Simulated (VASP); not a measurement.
# Sn2TeO2 (Cmmm) in VASP: notebook

The runs below take Sn2TeO2 through relaxation of cell and atoms, single point, with PBE.

Everything below comes from runs of VASP 6.6.1. Logs are shortened: lines on timing, memory, paths and dates and some standing lists are left out, and cuts for length are marked.

## 1. The cell of the first run

The structure is orthorhombic, space group Cmmm (No. 65). The conventional cell has a = 6.716 Å, b = 8.748 Å, c = 4.331 Å, α = 90.00°, β = 90.00°, γ = 90.00°. Within 3.3 Å of Sn (site symmetry m2m) lie 2 O at 2.50 Å and 1 Sn at 2.50 Å and 1 Te at 3.12 Å. Te (site symmetry mmm) has 2 O at 2.17 Å within 2.9 Å. O (site symmetry mmm) has 2 Te at 2.17 Å within 2.9 Å. O (site symmetry mmm) has 4 Sn at 2.50 Å and 2 O at 3.36 Å within 3.4 Å.

The cell was built from a structure type or drawn by symmetry, and may not be a known phase.

## 2. Relaxation of cell and atoms, PBE

The input, INCAR:

```
  PREC = Accurate
  ENCUT = 600
  EDIFF = 1E-6
  ISMEAR = 0
  SIGMA = 0.1
  LREAL = F
  LASPH = T
  NELM = 80
  ALGO = Normal
  ISIF = 3
  LWAVE = F
  LCHARG = F
  GGA = PE
  IBRION = 2
  NSW = 90
  EDIFFG = -0.04
```

The input, KPOINTS:

```
regular mesh
0
Gamma
  4 4 4
```

The input, POSCAR:

```
Sn2TeO2
1.0
    3.3579808700     -4.3740771700      0.0000000000
    3.3579808700      4.3740771700      0.0000000000
    0.0000000000      0.0000000000      4.3306747900
Sn Te O
2 1 2
Direct
    0.6430911700      0.3569088300      0.5000000000
    0.3569088300      0.6430911700      0.5000000000
    0.0000000000      0.0000000000      0.5000000000
    0.0000000000      0.0000000000      0.0000000000
    0.5000000000      0.5000000000      0.0000000000
```

Potentials or basis: VASP PAW PBE potentials, release 64 (Sn_d, Te, O).

Started as:

```sh
$ cat potpaw_PBE.64/Sn_d/POTCAR potpaw_PBE.64/Te/POTCAR potpaw_PBE.64/O/POTCAR > POTCAR
$ mpirun -np 1 vasp_std > vasp.out
```

OUTCAR:

```text
PREC = Accurate
   ENCUT = 600
   EDIFF = 1E-6
   ISMEAR = 0
   LREAL = F
   LASPH = T
   NELM = 80
   ISIF = 3
   GGA = PE
   IBRION = 2
   NSW = 90
   EDIFFG = -0.04

 ion  position               nearest neighbor table
   1  0.643  0.357  0.500-   5 2.50   5 2.50   2 2.50   3 3.12   3 3.58   3 3.58
   2  0.357  0.643  0.500-   5 2.50   5 2.50   1 2.50   3 3.12   3 3.58   3 3.58
   3  0.000  0.000  0.500-   4 2.17   4 2.17   1 3.12   2 3.12   1 3.58   2 3.58   1 3.58   2 3.58

   4  0.000  0.000  0.000-   3 2.17   3 2.17
   5  0.500  0.500  0.000-   1 2.50   2 2.50   1 2.50   2 2.50

  LATTYP: Found a base centered orthorhombic cell.
 ALAT       =     6.7159617400
 B/A-ratio  =     1.3025914498
 C/A-ratio  =     0.6448331539

  Lattice vectors:

 A1 = (   3.3579808700,  -4.3740771700,   0.0000000000)
 A2 = (   3.3579808700,   4.3740771700,   0.0000000000)
 A3 = (   0.0000000000,   0.0000000000,   4.3306747900)

Analysis of symmetry for initial positions (statically):
=====================================================================
 Subroutine PRICEL returns:
 Original cell was already a primitive cell.

 Routine SETGRP: Setting up the symmetry group for a
 base centered orthorhombic supercell.

 Subroutine GETGRP returns: Found  8 space group operations
 (whereof  8 operations were pure point group operations)
 out of a pool of  8 trial point group operations.

The static configuration has the point symmetry D_2h.

Analysis of symmetry for dynamics (positions and initial velocities):
=====================================================================
 Subroutine PRICEL returns:
 Original cell was already a primitive cell.

 Routine SETGRP: Setting up the symmetry group for a
 base centered orthorhombic supercell.

 Subroutine GETGRP returns: Found  8 space group operations
 (whereof  8 operations were pure point group operations)
 out of a pool of  8 trial point group operations.

The dynamic configuration has the point symmetry D_2h.

 Subroutine INISYM returns: Found  8 space group operations
 (whereof  8 operations are pure point group operations),
 and found     1 'primitive' translations

----------------------------------------------------------------------------------------

                                     Primitive cell

  volume of cell :     127.2185

  direct lattice vectors                    reciprocal lattice vectors
     3.357980870 -4.374077170  0.000000000     0.148899002 -0.114309826  0.000000000
     3.357980870  4.374077170  0.000000000     0.148899002  0.114309826  0.000000000
     0.000000000  0.000000000  4.330674790     0.000000000  0.000000000  0.230910897

  length of vectors
[... 83 lines left out ...]
   NELM   =     80;   NELMIN=  2; NELMDL= -5     # of ELM steps
   EDIFF  = 0.1E-05   stopping-criterion for ELM
   LREAL  =      F    real-space projection
   EDIFFG = -.4E-01   stopping-criterion for IOM
   NSW    =     90    number of steps for IOM
   IBRION =      2    ionic relax: 0-MD 1-quasi-New 2-CG
   NFREE  =      1    steps in history (QN), initial steepest desc. (CG)
   ISIF   =      3    stress and relaxation
   ISYM   =      2    0-nonsym 1-usesym 2-fastsym
   POTIM  = 0.5000    time-step for ionic-motion
   TEBEG  =    0.0;   TEEND  =   0.0 temperature during run
   PSTRESS=    0.0 pullay stress
   NELECT =      46.0000    total number of electrons
   NUPDOWN=      -1.0000    fix difference up-down
   EMIN   =  10.00;   EMAX   =-10.00  energy-range for DOS
   EFERMI =   0.00;   METHOD = LEGACY
   ISMEAR =     0;   SIGMA  =   0.10  broadening in eV -4-tet -1-fermi 0-gaus
   EFERMI_NEDOS =   21; number of points for ismear=-14 and -15
   IALGO  =     38    algorithm
   IMIX   =      4    mixing-type and parameters
     AMIX     =   0.40;   BMIX     =  1.00
     AMIX_MAG =   1.60;   BMIX_MAG =  1.00
  volume/ion in A,a.u.               =      25.44       171.70
  Fermi-wavevector in a.u.,A,eV,Ry     =   1.166301  2.203990 18.507438  1.360258
  Thomas-Fermi vector in A             =   2.302816
   LORBIT       =      0    0 simple, 1 ext, 2 COOP (PROOUT), +10 PAW based schemes
   GGA     = PE    functional components
   LHFCALC =     F    Hartree Fock is set to
   AEXX    =    0.0000 exact exchange contribution
   IVDW    =     0    specifies the selected vdW correction
   LEPSILON=     F    determine dielectric tensor
   LRPA    =     F    only Hartree local field effects (RPA)
 conjugate gradient relaxation of ions
 non-spin polarized calculation
 Gauss-broadening in eV      SIGMA  =   0.10
  energy-cutoff  :      600.00
  volume of cell :      127.22
 maximum number of plane-waves:      4268
 NGX is ok and might be reduce to    48
   NGX = 23   NGY = 23   NGZ = 17

--------------------------------------- Ionic step        1  -------------------------------------------

 number of electron      46.0000002 magnetization

 Free energy of the ion-electron system (eV)
  ---------------------------------------------------
  ext. energy  EPLUGINS =         0.00000000
  ---------------------------------------------------
  free energy    TOTEN  =       -21.15840096 eV

  energy without entropy =      -21.15312928  energy(sigma->0) =      -21.15576512

 E-fermi :   4.2663     XC(G=0):  -8.8356

 val. band max:        4.1398412784   @ k =   0.5000   0.5000   0.5000
 cond. band min:       4.2946938250   @ k =   0.2500   0.2500   0.2500
 fundamental gap:      0.1548525466
 Fermi energy:         4.2663448215

 k-point     1 :       0.0000    0.0000    0.0000
  band No.  band energies     occupation
      1     -17.8974      2.00000
      2     -17.5776      2.00000
      3     -17.5516      2.00000
      4     -17.4547      2.00000
      5     -17.4084      2.00000
      6     -17.3744      2.00000
[... 729 lines left out ...]
  FREE ENERGIE OF THE ION-ELECTRON SYSTEM (eV)
  ---------------------------------------------------
  free  energy   TOTEN  =       -22.1568720374 eV

  energy  without entropy=      -22.1518586297  energy(sigma->0) =      -22.15436533

[... ionic steps 4 to 12 ...]

--------------------------------------- Ionic step       13  -------------------------------------------

 number of electron      46.0000008 magnetization

------------------------ aborting loop because EDIFF is reached ----------------------------------------
[... 73 lines left out ...]
--------------------------------------- Ionic step       15  -------------------------------------------

 number of electron      46.0000008 magnetization

 Free energy of the ion-electron system (eV)
  ---------------------------------------------------
  ext. energy  EPLUGINS =         0.00000000
  ---------------------------------------------------
  free energy    TOTEN  =       -22.32280234 eV

  energy without entropy =      -22.31607832  energy(sigma->0) =      -22.31944033

 E-fermi :   5.1401     XC(G=0):  -9.2117

 val. band max:        5.0198797260   @ k =   0.2500  -0.0000   0.5000
 cond. band min:       5.1648062647   @ k =   0.5000  -0.0000   0.2500
 fundamental gap:      0.1449265387
 Fermi energy:         5.1401404358

 k-point     1 :       0.0000    0.0000    0.0000
  band No.  band energies     occupation
      1     -16.6225      2.00000
      2     -16.5403      2.00000
      3     -16.5221      2.00000
      4     -16.5011      2.00000
      5     -16.4758      2.00000
      6     -16.4715      2.00000
[... 651 lines left out ...]
  FREE ENERGIE OF THE ION-ELECTRON SYSTEM (eV)
  ---------------------------------------------------
  free  energy   TOTEN  =       -22.3228023428 eV

  energy  without entropy=      -22.3160783199  energy(sigma->0) =      -22.31944033

 reached required accuracy - stopping structural energy minimisation
```

Wall time 14 min (1 thread of Intel Xeon Platinum 8259CL at 2.50GHz (Skylake/Cascade Lake), shared host); peak memory 0.34 GiB.

What came out:

* Free energy: -22.3228 eV
* Relaxed volume: 23.79 Å³/atom
* Relaxed cell: a = 5.817 Å, b = 5.817 Å, c = 3.958 Å, α = 90.00°, β = 90.00°, γ = 117.37°
* Space group after relaxing (to 0.1 Å): Cmmm (No. 65)
* Energy gained by relaxing: 232.9 meV/atom
* Ionic steps: 15
* Pressure after relaxing: 0.0 GPa
* Largest force after relaxing: 0.009 eV/Å
* Band gap on the k mesh: zero (bands 23 and 24 overlap by 1.60 eV)

Forces in eV/Å, atoms in the order of the input:
```
Sn   0.000 -0.009  0.000
Sn   0.000  0.009  0.000
Te   0.000  0.000  0.000
O    0.000  0.000  0.000
O    0.000  0.000  0.000
```

Step by step:
| step | energy change (eV) | largest force (eV/Å) | pressure (GPa) | volume (Å³) |
| --- | --- | --- | --- | --- |
| 1 | 0.0000 | 2.8627 | -2.34 | 127.22 |
| 2 | -0.8011 | 0.4393 | 3.37 | 119.23 |
| 3 | -0.9985 | 0.0559 | 0.17 | 122.01 |
| 4 | -0.9993 | 0.0102 | 0.38 | 121.81 |
| 5 | -1.0525 | 0.3099 | -1.25 | 122.54 |
| 6 | -1.0572 | 0.4223 | -1.79 | 122.79 |
| 7 | -1.0960 | 0.4299 | -1.22 | 120.88 |
| 8 | -1.1336 | 0.4319 | 0.08 | 117.40 |
| 9 | -1.1352 | 0.4232 | 0.52 | 116.37 |
| 10 | -1.1480 | 0.2952 | 0.39 | 116.37 |
| 11 | -1.1526 | 0.1597 | 0.31 | 116.37 |
| 12 | -1.1600 | 0.0469 | 0.48 | 117.00 |
| 13 | -1.1619 | 0.0447 | 0.63 | 117.51 |
| 14 | -1.1640 | 0.0041 | -0.22 | 119.48 |
| 15 | -1.1644 | 0.0089 | -0.02 | 118.94 |

Final structure:
```
CELL_PARAMETERS angstrom
3.02351 -4.96972 0.00000
3.02351 4.96972 0.00000
0.00000 0.00000 3.95793
ATOMIC_POSITIONS crystal
Sn 0.64590 0.35410 0.50000
Sn 0.35410 0.64590 0.50000
Te 0.00000 0.00000 0.50000
O 0.00000 0.00000 0.00000
O 0.50000 0.50000 0.00000
```

Caveat: the k points lie up to 0.40 Å⁻¹ apart in the final cell, too coarse for converged energies and pressures of a metal; spin-orbit coupling is left out, which moves the levels of the heavy elements.

## 3. Single point, PBE

This run uses another cell than the first one, of 23.91 Å³/atom.

The input, INCAR:

```
SYSTEM = Sn2TeO2
PREC = Accurate
ENCUT = 520
EDIFF = 1E-6
ISMEAR = 0
SIGMA = 0.1
LREAL = .False.
LASPH = .True.
NELM = 80
ALGO = Normal
ISIF = 2
LWAVE = .False.
LCHARG = .False.
GGA = PE
NBANDS = 31
```

The input, KPOINTS:

```
regular mesh
0
Gamma
  8 8 10
  0 0 0
```

The input, POSCAR:

```
Sn2TeO2
1.0
    3.0405459043     -4.9611907952      0.0000000000
    3.0405459043      4.9611907952      0.0000000000
    0.0000000000      0.0000000000      3.9619597626
Sn Te O
2 1 2
Direct
    0.6459440760      0.3540559240      0.5000000000
    0.3540559240      0.6459440760      0.5000000000
    0.0000000000      0.0000000000      0.5000000000
    0.0000000000      0.0000000000      0.0000000000
    0.5000000000      0.5000000000      0.0000000000
```

Potentials or basis: VASP PAW PBE potentials, release 64 (Sn_d, Te, O).

Started as:

```sh
$ cat potpaw_PBE.64/Sn_d/POTCAR potpaw_PBE.64/Te/POTCAR potpaw_PBE.64/O/POTCAR > POTCAR
$ mpirun -np 1 vasp_std > vasp.out
```

It took 6.3 min on 1 thread of Intel Xeon Platinum 8259CL at 2.50GHz (Skylake/Cascade Lake), shared host; peak memory 0.55 GiB.

Results (log left out):

* Free energy: -22.3005 eV
* Pressure: -0.1 GPa
* Largest force: 0.021 eV/Å
* Band gap on the k mesh: zero (bands 23 and 24 overlap by 1.48 eV)

Forces in eV/Å, atoms in the order of the input:
```
Sn   0.000 -0.021  0.000
Sn   0.000  0.021  0.000
Te   0.000  0.000  0.000
O    0.000  0.000  0.000
O    0.000  0.000  0.000
```

Levels at points of the mesh, in eV from the Fermi level:
```
           k point  band 20  band 21  band 22  band 23  band 24  band 25  band 26  band 27
(0.00, 0.00, 0.00)    -1.72    -1.50    -1.20    -1.19    -0.29     0.05     3.88     4.28
(0.50, 0.00, 0.00)    -2.67    -1.88    -1.43     0.73     1.57     1.87     2.88     3.47
(0.50, 0.50, 0.00)    -2.12    -1.82    -0.97     0.43     1.34     2.31     2.49     2.79
(0.00, 0.00, 0.50)    -2.98    -2.45    -1.43    -0.72    -0.46    -0.43     1.71     3.78
(0.50, 0.00, 0.50)    -2.23    -1.75    -1.47    -0.39     0.56     1.63     1.81     2.71
(0.50, 0.50, 0.50)    -1.59    -1.43    -1.00    -0.60     1.40     1.73     2.41     2.89
```

Caveat: spin-orbit coupling is left out, which moves the levels of the heavy elements.
